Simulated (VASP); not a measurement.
Input of a VASP 6.6.1 run:

File INCAR:

```
PREC = Accurate
ENCUT = 520
EDIFF = 1E-6
ISMEAR = 0
SIGMA = 0.1
LREAL = F
LASPH = T
NELM = 100
ALGO = Fast
ISIF = 2
LWAVE = F
LCHARG = F
GGA = PE
NBANDS = 24
```

KPOINTS

```
Automatic mesh
0
Gamma
  4 4 4
```

The input POSCAR:

```
Ca3H
1.0
    0.0000000000      4.1209225133      4.1209225133
    4.1209225133      0.0000000000      4.1209225133
    4.1209225133      4.1209225133      0.0000000000
Ca H
3 1
Direct
    0.5000000000      0.5000000000      0.5000000000
    0.2500000000      0.2500000000      0.2500000000
    0.7500000000      0.7500000000      0.7500000000
    0.0000000000      0.0000000000      0.0000000000
```

Potentials or basis: VASP PAW PBE potentials, release 64 (Ca_sv, H).

Launch:

```console
$ cat potpaw_PBE.64/Ca_sv/POTCAR potpaw_PBE.64/H/POTCAR > POTCAR
$ mpirun -np 1 vasp_std > vasp.out
```

**Question.** Estimate the band gap on the k mesh.

**Answer.** Zero (an odd number of electrons rules out a gap without spin polarisation).

**Question.** Estimate the pressure.

**Answer.** 0.2 GPa.
